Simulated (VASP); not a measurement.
# Ca (Im-3m) in VASP: notebook, part 2 of 2

VASP 6.6.1. Earlier steps stand in the parts before.

### Step 6. Single point, BLYP (volume scaled by 1.12)

The input, INCAR:

```
SYSTEM = Ca
PREC = Accurate
ENCUT = 520
EDIFF = 1E-6
ISMEAR = -1
SIGMA = 0.1
LREAL = .False.
LASPH = .True.
NELM = 100
ALGO = Normal
ISIF = 2
LWAVE = .False.
LCHARG = .False.
GGA = B5
ALDAX = 1.0
AGGAX = 1.0
AGGAC = 1.0
ALDAC = 0.0
NBANDS = 11
```

The input, KPOINTS:

```
Automatic mesh
0
Gamma
  11 11 11
  0 0 0
```

The input, POSCAR:

```
Ca
1.0
   -2.2806983613      2.2806983613      2.2806983613
    2.2806983613     -2.2806983613      2.2806983613
    2.2806983613      2.2806983613     -2.2806983613
Ca
1
Direct
    0.0000000000      0.0000000000      0.0000000000
```

Potentials or basis: VASP PAW PBE potentials, release 64 (Ca_sv).

Command:

```console
$ cat potpaw_PBE.64/Ca_sv/POTCAR > POTCAR
$ mpirun -np 1 vasp_std > vasp.out
```

OUTCAR:

```text
SYSTEM = Ca
   PREC = Accurate
   ENCUT = 520
   EDIFF = 1E-6
   ISMEAR = -1
   LREAL = .False.
   LASPH = .True.
   NELM = 100
   ISIF = 2
   GGA = B5

 ion  position               nearest neighbor table
   1  0.000  0.000  0.000-

  LATTYP: Found a body centered cubic cell.
 ALAT       =     4.5613967226

  Lattice vectors:

 A1 = (  -2.2806983613,   2.2806983613,   2.2806983613)
 A2 = (   2.2806983613,  -2.2806983613,   2.2806983613)
 A3 = (   2.2806983613,   2.2806983613,  -2.2806983613)

Analysis of symmetry for initial positions (statically):
=====================================================================
 Subroutine PRICEL returns:
 Original cell was already a primitive cell.

 Routine SETGRP: Setting up the symmetry group for a
 body centered cubic supercell.

 Subroutine GETGRP returns: Found 48 space group operations
 (whereof 48 operations were pure point group operations)
 out of a pool of 48 trial point group operations.

The static configuration has the point symmetry O_h .

Analysis of symmetry for dynamics (positions and initial velocities):
=====================================================================
 Subroutine PRICEL returns:
 Original cell was already a primitive cell.

 Routine SETGRP: Setting up the symmetry group for a
 body centered cubic supercell.

 Subroutine GETGRP returns: Found 48 space group operations
 (whereof 48 operations were pure point group operations)
 out of a pool of 48 trial point group operations.

The dynamic configuration has the point symmetry O_h .

 Subroutine INISYM returns: Found 48 space group operations
 (whereof 48 operations are pure point group operations),
 and found     1 'primitive' translations

----------------------------------------------------------------------------------------

[... 114 lines left out ...]
   LORBIT       =      0    0 simple, 1 ext, 2 COOP (PROOUT), +10 PAW based schemes
   GGA     = B5    functional components
   LHFCALC =     F    Hartree Fock is set to
   AEXX    =    0.0000 exact exchange contribution
   IVDW    =     0    specifies the selected vdW correction
   LEPSILON=     F    determine dielectric tensor
   LRPA    =     F    only Hartree local field effects (RPA)
 non-spin polarized calculation
  energy-cutoff  :      520.00
  volume of cell :       47.45
 maximum number of plane-waves:      1298
 NGX is ok and might be reduce to    30
   NGX = 15   NGY = 15   NGZ = 15

 number of electron      10.0000000 magnetization

 number of electron       9.9999997 magnetization

 Free energy of the ion-electron system (eV)
  ---------------------------------------------------
  ext. energy  EPLUGINS =         0.00000000
  ---------------------------------------------------
  free energy    TOTEN  =        -1.22763544 eV

  energy without entropy =       -1.17777077  energy(sigma->0) =       -1.20270311

 E-fermi :   1.9816     XC(G=0):  -6.9512

 val. band max:        1.9495600989   @ k =  -0.4545   0.4545   0.3636
 cond. band min:       1.9897063663   @ k =   0.4545   0.0909   0.0000
 fundamental gap:      0.0401462674
 Fermi energy:         1.9815561615

 k-point     1 :       0.0000    0.0000    0.0000
  band No.  band energies     occupation
      1     -40.3249      2.00000
      2     -21.3732      2.00000
      3     -21.3732      2.00000
      4     -21.3732      2.00000
      5      -1.8207      2.00000
      6       3.9169      0.00000
      7       3.9169      0.00000
      8       3.9169      0.00000
      9       4.8227      0.00000
     10       4.8227      0.00000
     11      11.7556      0.00000
[... 309 lines left out ...]
 k-point    24 :       0.3636    0.1818    0.0909
  band No.  band energies     occupation
      1     -40.3159      2.00000
      2     -21.4473      2.00000
      3     -21.4143      2.00000
      4     -21.3869      2.00000
      5       1.6969      1.89028
      6       2.0552      0.64762
      7       2.7480      0.00094
      8       4.8726      0.00000
      9       5.0424      0.00000
     10       5.7754      0.00000
     11       6.1742      0.00000

 [... further k-points ...]

------------------------ aborting loop because EDIFF is reached ----------------------------------------

  FORCE on cell =-STRESS in cart. coord.  units (eV):
  Direction    XX          YY          ZZ          XY          YZ          ZX
  --------------------------------------------------------------------------------------
  -------------------------------------------------------------------------------------
  Total       -0.4284633     -0.4284633     -0.4284633     -0.0000000     -0.0000000      0.0000000
  in kB      -14.4664069    -14.4664069    -14.4664069     -0.0000000     -0.0000000      0.0000000
  external PRESSURE =     -14.4664069 kB  Pullay stress =       0.0000000 kB

 VOLUME and BASIS-vectors are now :
 -----------------------------------------------------------------------------
  energy-cutoff  :      520.00
  volume of cell :       47.45
      direct lattice vectors                 reciprocal lattice vectors
    -2.280698361  2.280698361  2.280698361     0.000000000  0.219231095  0.219231095
     2.280698361 -2.280698361  2.280698361     0.219231095  0.000000000  0.219231095
     2.280698361  2.280698361 -2.280698361     0.219231095  0.219231095  0.000000000

 POSITION                                       TOTAL-FORCE (eV/Angst)
 -----------------------------------------------------------------------------------
      0.00000      0.00000      0.00000        -0.000000      0.000000      0.000000
 -----------------------------------------------------------------------------------
    total drift:                               -0.000000     -0.000000      0.000000

  FREE ENERGIE OF THE ION-ELECTRON SYSTEM (eV)
  ---------------------------------------------------
  free  energy   TOTEN  =        -1.2276354422 eV

  energy  without entropy=       -1.1777707707  energy(sigma->0) =       -1.20270311
```

stdout:

```text
POSCAR found type information on POSCAR Ca
 POSCAR found :  1 types and       1 ions
 scaLAPACK will be used
 -----------------------------------------------------------------------------
|                                                                             |
|                                                                             |
|     You enforced a specific xc type in the INCAR file but a different       |
|     I HOPE YOU KNOW WHAT YOU ARE DOING!                                     |
|                                                                             |
 -----------------------------------------------------------------------------

 LDA part: xc-table for (Slater(with rela. corr.)+VWN5), standard interpolation
 POSCAR, INCAR and KPOINTS ok, starting setup
 FFT: planning ... GRIDC
 FFT: planning ... GRID_SOFT
 FFT: planning ... GRID
 WAVECAR not read
 entering main loop
```

Run time: 20 s. Hardware: 1 thread of AMD EPYC 9R45 (Zen 5), shared host; peak memory 0.15 GiB.

What came out:

* Free energy: -1.2276 eV
* Pressure: -1.4 GPa
* Band gap on the k mesh: zero (band 5 reaches 2.24 eV, above the bottom of band 6 at 1.99 eV)

Levels at points of the mesh, in eV from the Fermi level:
```
           k point  band 3  band 4  band 5  band 6  band 7  band 8
(0.00, 0.00, 0.00)  -23.35  -23.35   -3.80    1.94    1.94    1.94
```

Caveat: the PAW data sets were made with another functional, which shifts forces and pressure a little.

### Step 7. The runs side by side

```tsv
cell	gap on the mesh (eV)	pressure (GPa)
a = 3.752 Å, angles 109.5°, 1 atom	none	0.7
a = 3.804 Å, angles 109.5°, 1 atom	none	0.0
a = 3.854 Å, angles 109.5°, 1 atom	none	-0.6
a = 3.903 Å, angles 109.5°, 1 atom	none	-1.0
a = 3.950 Å, angles 109.5°, 1 atom	none	-1.4
```

Alike in all rows: task single point; level BLYP; potentials or basis VASP PAW PBE potentials, release 64 (Ca_sv); no spin polarisation; k mesh 11 × 11 × 11; cutoff (eV) 520; smearing fermi-dirac 0.1 eV.

Caveats: the PAW data sets were made with another functional, which shifts forces and pressure a little.

Absolute energies hang on the potentials; compare differences alone.
